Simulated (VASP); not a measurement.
# SiC (Moissanite) (P6_3mc) in VASP: further runs, part 2 of 2

VASP 6.6.1. Earlier steps stand in the parts before.

## (3) Single point, BLYP

This run uses another cell than the first one, of 10.75 Å³/atom, 0.981 times its volume.

Contents of INCAR:

```
SYSTEM = SiC
  AGGAC = 1.0
  AGGAX = 1.0
  ALDAC = 0.0
  ALDAX = 1.0
  ALGO = Normal
  EDIFF = 1E-6
  ENCUT = 520
  GGA = B5
  ISIF = 2
  ISMEAR = -1
  LASPH = .TRUE.
  LCHARG = .FALSE.
  LREAL = .FALSE.
  LWAVE = .FALSE.
  NBANDS = 16
  NELM = 80
  PREC = Accurate
  SIGMA = 0.05
```

Contents of KPOINTS:

```
k-points
0
G
  10 10 5
  0 0 0
```

Contents of POSCAR:

```
SiC
1.0
    3.1164783262      0.0000000000      0.0000000000
   -1.5582391631      2.6989494007      0.0000000000
    0.0000000000      0.0000000000      5.1144286705
Si C
2 2
Direct
    0.6666666667      0.3333333333      0.5000000000
    0.3333333333      0.6666666667      0.0000000000
    0.6666666667      0.3333333333      0.8850000000
    0.3333333333      0.6666666667      0.3850000000
```

Potentials or basis: VASP PAW PBE potentials, release 64 (Si, C).

On the command line:

```bash
$ cat potpaw_PBE.64/Si/POTCAR potpaw_PBE.64/C/POTCAR > POTCAR
$ mpirun -np 1 vasp_std > vasp.out
```

OUTCAR:

```text
SYSTEM = SiC
   EDIFF = 1E-6
   ENCUT = 520
   GGA = B5
   ISIF = 2
   ISMEAR = -1
   LASPH = .TRUE.
   LREAL = .FALSE.
   NELM = 80
   PREC = Accurate

 ion  position               nearest neighbor table
   1  0.667  0.333  0.500-   4 1.89   4 1.89   4 1.89   3 1.97   2 3.13   2 3.13   2 3.13   2 3.13
                             2 3.13   2 3.13
   2  0.333  0.667  0.000-   3 1.89   3 1.89   3 1.89   4 1.97   1 3.13   1 3.13   1 3.13   1 3.13
                             1 3.13   1 3.13
   3  0.667  0.333  0.885-   2 1.89   2 1.89   2 1.89   1 1.97
   4  0.333  0.667  0.385-   1 1.89   1 1.89   1 1.89   2 1.97

  LATTYP: Found a hexagonal cell.
 ALAT       =     3.1164783262
 C/A-ratio  =     1.6410923277

  Lattice vectors:

 A1 = (   3.1164783262,   0.0000000000,   0.0000000000)
 A2 = (  -1.5582391631,   2.6989494007,   0.0000000000)
 A3 = (   0.0000000000,   0.0000000000,   5.1144286705)

Analysis of symmetry for initial positions (statically):
=====================================================================
 Subroutine PRICEL returns:
 Original cell was already a primitive cell.

 Routine SETGRP: Setting up the symmetry group for a
 hexagonal supercell.

 Subroutine GETGRP returns: Found 12 space group operations
 (whereof  6 operations were pure point group operations)
 out of a pool of 24 trial point group operations.

The static configuration has the point symmetry C_3v.
 The point group associated with its full space group is C_6v.

Analysis of symmetry for dynamics (positions and initial velocities):
=====================================================================
 Subroutine PRICEL returns:
 Original cell was already a primitive cell.

 Routine SETGRP: Setting up the symmetry group for a
 hexagonal supercell.

 Subroutine GETGRP returns: Found 12 space group operations
 (whereof  6 operations were pure point group operations)
 out of a pool of 24 trial point group operations.

The dynamic configuration has the point symmetry C_3v.
[... 120 lines left out ...]
   EFERMI_NEDOS =   21; number of points for ismear=-14 and -15
   IALGO  =     38    algorithm
   IMIX   =      4    mixing-type and parameters
     AMIX     =   0.40;   BMIX     =  1.00
     AMIX_MAG =   1.60;   BMIX_MAG =  1.00
  volume/ion in A,a.u.               =      10.75        72.58
  Fermi-wavevector in a.u.,A,eV,Ry     =   1.177324  2.224821 18.858938  1.386093
  Thomas-Fermi vector in A             =   2.313673
   LORBIT       =      0    0 simple, 1 ext, 2 COOP (PROOUT), +10 PAW based schemes
   GGA     = B5    functional components
   LHFCALC =     F    Hartree Fock is set to
   AEXX    =    0.0000 exact exchange contribution
   IVDW    =     0    specifies the selected vdW correction
   LEPSILON=     F    determine dielectric tensor
   LRPA    =     F    only Hartree local field effects (RPA)
 non-spin polarized calculation
  energy-cutoff  :      520.00
  volume of cell :       43.02
 maximum number of plane-waves:      1183
 NGX is ok and might be reduce to    24
   NGX = 11   NGY = 11   NGZ = 19

 number of electron      16.0000000 magnetization

 Free energy of the ion-electron system (eV)
  ---------------------------------------------------
  ext. energy  EPLUGINS =         0.00000000
  ---------------------------------------------------
  free energy    TOTEN  =       -27.27891634 eV

  energy without entropy =      -27.27891634  energy(sigma->0) =      -27.27891634

 E-fermi :   9.2880     XC(G=0): -10.4794

 val. band max:        8.3870702397   @ k =   0.0000   0.0000   0.0000
 cond. band min:      11.1581209273   @ k =   0.5000   0.0000   0.0000
 fundamental gap:      2.7710506877
 Fermi energy:         9.2880449815

 k-point     1 :       0.0000    0.0000    0.0000
  band No.  band energies     occupation
      1      -6.9033      2.00000
      2      -3.6057      2.00000
      3       0.0806      2.00000
      4       6.8551      2.00000
      5       6.8551      2.00000
      6       8.0984      2.00000
[... 433 lines left out ...]
      3       0.3297      2.00000
      4       1.7464      2.00000
      5       3.8391      2.00000
      6       4.6224      2.00000
[... 8 lines left out ...]
     15      19.4759      0.00000
     16      20.7512      0.00000

 [... further k-points ...]
[... 5 lines left out ...]
  --------------------------------------------------------------------------------------
  -------------------------------------------------------------------------------------
  Total        0.3374623      0.3374623     -0.3244582      0.0000000      0.0000000     -0.0000000
  in kB       12.5683967     12.5683967    -12.0840730      0.0000000      0.0000000     -0.0000000
  external PRESSURE =       4.3509068 kB  Pullay stress =       0.0000000 kB

 VOLUME and BASIS-vectors are now :
 -----------------------------------------------------------------------------
  energy-cutoff  :      520.00
  volume of cell :       43.02
      direct lattice vectors                 reciprocal lattice vectors
     3.116478326  0.000000000  0.000000000     0.320875005  0.185257271  0.000000000
    -1.558239163  2.698949401  0.000000000     0.000000000  0.370514542  0.000000000
     0.000000000  0.000000000  5.114428670     0.000000000  0.000000000  0.195525261

 POSITION                                       TOTAL-FORCE (eV/Angst)
 -----------------------------------------------------------------------------------
      1.55824      0.89965      2.55721         0.000000      0.000000      0.704502
     -0.00000      1.79930      0.00000        -0.000000      0.000000      0.704502
      1.55824      0.89965      4.52627        -0.000000     -0.000000     -0.704502
     -0.00000      1.79930      1.96906         0.000000      0.000000     -0.704502
 -----------------------------------------------------------------------------------
    total drift:                               -0.000000      0.000000     -0.000139

  FREE ENERGIE OF THE ION-ELECTRON SYSTEM (eV)
  ---------------------------------------------------
  free  energy   TOTEN  =       -27.2789163370 eV

  energy  without entropy=      -27.2789163370  energy(sigma->0) =      -27.27891634
```

OSZICAR:

```text
N       E                     dE             d eps       ncg     rms          rms(c)
DAV:   1     0.308469012692E+02    0.30847E+02   -0.71074E+03  1344   0.892E+02
DAV:   2    -0.284828128395E+02   -0.59330E+02   -0.54195E+02  1952   0.159E+02
DAV:   3    -0.314129927219E+02   -0.29302E+01   -0.29177E+01  1712   0.329E+01
DAV:   4    -0.314371403125E+02   -0.24148E-01   -0.24143E-01  1712   0.366E+00
DAV:   5    -0.314374042346E+02   -0.26392E-03   -0.26392E-03  1728   0.367E-01    0.119E+01
DAV:   6    -0.272964109742E+02    0.41410E+01   -0.81859E+00  1704   0.176E+01    0.466E+00
DAV:   7    -0.272906432260E+02    0.57677E-02   -0.12446E+00  1896   0.651E+00    0.238E+00
DAV:   8    -0.272798716623E+02    0.10772E-01   -0.51612E-02  1536   0.157E+00    0.596E-01
DAV:   9    -0.272786705227E+02    0.12011E-02   -0.10207E-02  1872   0.674E-01    0.175E-01
DAV:  10    -0.272788857934E+02   -0.21527E-03   -0.17494E-03  1648   0.239E-01    0.591E-02
DAV:  11    -0.272789142978E+02   -0.28504E-04   -0.89214E-05  1648   0.717E-02    0.307E-02
DAV:  12    -0.272789157404E+02   -0.14426E-05   -0.72410E-06  1768   0.171E-02    0.108E-02
DAV:  13    -0.272789163370E+02   -0.59669E-06   -0.21649E-06  1584   0.964E-03
   1 F= -.27278916E+02 E0= -.27278916E+02  d E =-.916249E-10
```

stdout:

```text
POSCAR found type information on POSCAR SiC
 POSCAR found :  2 types and       4 ions
 scaLAPACK will be used
 -----------------------------------------------------------------------------
|                                                                             |
|                                                                             |
|     You enforced a specific xc type in the INCAR file but a different       |
|     I HOPE YOU KNOW WHAT YOU ARE DOING!                                     |
|                                                                             |
 -----------------------------------------------------------------------------

 LDA part: xc-table for (Slater(with rela. corr.)+VWN5), standard interpolation
 POSCAR, INCAR and KPOINTS ok, starting setup
 FFT: planning ... GRIDC
 FFT: planning ... GRID_SOFT
 FFT: planning ... GRID
 WAVECAR not read
 entering main loop
```

It took 34 s on 1 thread of Intel Xeon 6975P-C, shared host; peak memory 0.16 GiB.

What came out:

```
Free energy            : -27.2789 eV
Pressure               : 0.4 GPa
Largest force          : 0.705 eV/Å
Band gap on the k mesh : 2.77 eV, indirect (least direct gap 4.25 eV)
```

Forces in eV/Å, atoms in the order of the input:
```
Si   0.000  0.000  0.705
Si   0.000  0.000  0.705
C    0.000  0.000 -0.705
C    0.000  0.000 -0.705
```

Stress tensor (GPa, compression positive):
```
 1.26  0.00  0.00
 0.00  1.26  0.00
 0.00  0.00 -1.21
```

Caveat: the PAW data sets were made with another functional, which shifts forces and pressure a little.

## (4) Single point, BLYP

Contents of INCAR:

```
AGGAC = 1.0
AGGAX = 1.0
ALDAC = 0.0
ALDAX = 1.0
ALGO = Normal
EDIFF = 1E-7
ENCUT = 520
GGA = B5
ISIF = 2
ISMEAR = -1
LASPH = T
LCHARG = F
LREAL = F
LWAVE = F
NBANDS = 16
NELM = 100
PREC = Accurate
SIGMA = 0.05
```

Contents of KPOINTS:

```
k-points
0
Gamma
  10 10 5
```

Contents of POSCAR:

```
SiC
1.0
    3.1363290418      0.0000000000      0.0000000000
   -1.5681645209      2.7161406248      0.0000000000
    0.0000000000      0.0000000000      5.1470055276
Si C
2 2
Direct
    0.6666666667      0.3333333333      0.5000000000
    0.3333333333      0.6666666667      0.0000000000
    0.6666666667      0.3333333333      0.8850000000
    0.3333333333      0.6666666667      0.3850000000
```

Potentials or basis: VASP PAW PBE potentials, release 64 (Si, C).

On the command line:

```bash
$ cat potpaw_PBE.64/Si/POTCAR potpaw_PBE.64/C/POTCAR > POTCAR
$ mpirun -np 1 vasp_std > vasp.out
```

OUTCAR:

```text
EDIFF = 1E-7
   ENCUT = 520
   GGA = B5
   ISIF = 2
   ISMEAR = -1
   LASPH = T
   LREAL = F
   NELM = 100
   PREC = Accurate

 ion  position               nearest neighbor table
   1  0.667  0.333  0.500-   4 1.91   4 1.91   4 1.91   3 1.98   2 3.15   2 3.15   2 3.15   2 3.15
                             2 3.15   2 3.15
   2  0.333  0.667  0.000-   3 1.91   3 1.91   3 1.91   4 1.98   1 3.15   1 3.15   1 3.15   1 3.15
                             1 3.15   1 3.15
   3  0.667  0.333  0.885-   2 1.91   2 1.91   2 1.91   1 1.98
   4  0.333  0.667  0.385-   1 1.91   1 1.91   1 1.91   2 1.98

  LATTYP: Found a hexagonal cell.
 ALAT       =     3.1363290418
 C/A-ratio  =     1.6410923277

  Lattice vectors:

 A1 = (   3.1363290418,   0.0000000000,   0.0000000000)
 A2 = (  -1.5681645209,   2.7161406248,   0.0000000000)
 A3 = (   0.0000000000,   0.0000000000,   5.1470055276)

Analysis of symmetry for initial positions (statically):
=====================================================================
 Subroutine PRICEL returns:
 Original cell was already a primitive cell.

[... 171 lines left out ...]
  free energy    TOTEN  =       -27.27183003 eV

  energy without entropy =      -27.27183003  energy(sigma->0) =      -27.27183003

 E-fermi :   9.1278     XC(G=0): -10.3997

 val. band max:        8.1779001307   @ k =   0.0000   0.0000   0.0000
 cond. band min:      10.9104740379   @ k =   0.5000   0.0000   0.0000
 fundamental gap:      2.7325739071
 Fermi energy:         9.1277720603

 k-point     1 :       0.0000    0.0000    0.0000
  band No.  band energies     occupation
      1      -6.9675      2.00000
      2      -3.7381      2.00000
      3      -0.0232      2.00000
      4       6.6558      2.00000
      5       6.6558      2.00000
      6       7.8879      2.00000
[... 433 lines left out ...]
      3       0.1860      2.00000
      4       1.5832      2.00000
      5       3.6816      2.00000
      6       4.4593      2.00000
[... 8 lines left out ...]
     15      19.0939      0.00000
     16      20.3465      0.00000

 [... further k-points ...]
[... 5 lines left out ...]
  --------------------------------------------------------------------------------------
  -------------------------------------------------------------------------------------
  Total       -0.7077067     -0.7077067     -1.2099921      0.0000000      0.0000000     -0.0000000
  in kB      -25.8604091    -25.8604091    -44.2144898      0.0000000      0.0000000     -0.0000000
  external PRESSURE =     -31.9784360 kB  Pullay stress =       0.0000000 kB

 VOLUME and BASIS-vectors are now :
 -----------------------------------------------------------------------------
  energy-cutoff  :      520.00
  volume of cell :       43.85
      direct lattice vectors                 reciprocal lattice vectors
     3.136329042  0.000000000  0.000000000     0.318844097  0.184084725  0.000000000
    -1.568164521  2.716140625  0.000000000     0.000000000  0.368169450  0.000000000
     0.000000000  0.000000000  5.147005528     0.000000000  0.000000000  0.194287726

 POSITION                                       TOTAL-FORCE (eV/Angst)
 -----------------------------------------------------------------------------------
      1.56816      0.90538      2.57350        -0.000000      0.000000      0.677392
     -0.00000      1.81076      0.00000         0.000000     -0.000000      0.677392
      1.56816      0.90538      4.55510         0.000000     -0.000000     -0.677392
     -0.00000      1.81076      1.98160        -0.000000      0.000000     -0.677392
 -----------------------------------------------------------------------------------
    total drift:                               -0.000000      0.000000     -0.000199

  FREE ENERGIE OF THE ION-ELECTRON SYSTEM (eV)
  ---------------------------------------------------
  free  energy   TOTEN  =       -27.2718300277 eV

  energy  without entropy=      -27.2718300277  energy(sigma->0) =      -27.27183003
```

OSZICAR:

```text
N       E                     dE             d eps       ncg     rms          rms(c)
DAV:   1     0.301284440170E+02    0.30128E+02   -0.70774E+03  1344   0.886E+02
DAV:   2    -0.284143067146E+02   -0.58543E+02   -0.53385E+02  1976   0.157E+02
DAV:   3    -0.312932757723E+02   -0.28790E+01   -0.28652E+01  1736   0.321E+01
DAV:   4    -0.313173400067E+02   -0.24064E-01   -0.24059E-01  1712   0.365E+00
DAV:   5    -0.313176032811E+02   -0.26327E-03   -0.26325E-03  1728   0.362E-01    0.116E+01
DAV:   6    -0.272783717126E+02    0.40392E+01   -0.80819E+00  1672   0.174E+01    0.452E+00
DAV:   7    -0.272830554422E+02   -0.46837E-02   -0.11941E+00  1896   0.637E+00    0.235E+00
DAV:   8    -0.272727017042E+02    0.10354E-01   -0.50043E-02  1544   0.156E+00    0.586E-01
DAV:   9    -0.272715837389E+02    0.11180E-02   -0.99109E-03  1888   0.664E-01    0.175E-01
DAV:  10    -0.272718034146E+02   -0.21968E-03   -0.18095E-03  1632   0.242E-01    0.604E-02
DAV:  11    -0.272718275903E+02   -0.24176E-04   -0.99583E-05  1648   0.743E-02    0.303E-02
DAV:  12    -0.272718293489E+02   -0.17586E-05   -0.81133E-06  1744   0.182E-02    0.107E-02
DAV:  13    -0.272718299792E+02   -0.63027E-06   -0.19364E-06  1744   0.907E-03    0.230E-03
DAV:  14    -0.272718300277E+02   -0.48571E-07   -0.21516E-07  1472   0.316E-03
   1 F= -.27271830E+02 E0= -.27271830E+02  d E =-.362743E-10
```

Run time: 41 s. Hardware: 1 thread of Intel Xeon 6975P-C, shared host; peak memory 0.17 GiB.

What came out:

```
Free energy            : -27.2718 eV
Pressure               : -3.2 GPa
Largest force          : 0.677 eV/Å
Band gap on the k mesh : 2.73 eV, indirect (least direct gap 4.21 eV)
```

Forces in eV/Å, atoms in the order of the input:
```
Si   0.000  0.000  0.677
Si   0.000  0.000  0.677
C    0.000  0.000 -0.677
C    0.000  0.000 -0.677
```

Stress tensor (GPa, compression positive):
```
-2.59  0.00  0.00
 0.00 -2.59  0.00
 0.00  0.00 -4.42
```

Caveat: the PAW data sets were made with another functional, which shifts forces and pressure a little.

## (5) Overview

```csv
level,cell,gap on the mesh (eV),pressure (GPa),largest force (eV/Å)
PBE+D4,"a = 3.136, b = 3.136, c = 5.147 Å, angles 90.0, 90.0, 120.0°, 4 atoms",2.48,-11.8,0.65
BLYP,"a = 3.116, b = 3.116, c = 5.114 Å, angles 90.0, 90.0, 120.0°, 4 atoms",2.77,0.4,0.70
BLYP,"a = 3.136, b = 3.136, c = 5.147 Å, angles 90.0, 90.0, 120.0°, 4 atoms",2.73,-3.2,0.68
```

Alike in all rows: task single point; potentials or basis VASP PAW PBE potentials, release 64 (Si, C); no spin polarisation; k mesh 10 × 10 × 5; cutoff (eV) 520; smearing fermi-dirac 0.05 eV.

Caveats: the PAW data sets were made with another functional, which shifts forces and pressure a little (some runs).

Absolute energies hang on the potentials; compare differences alone.
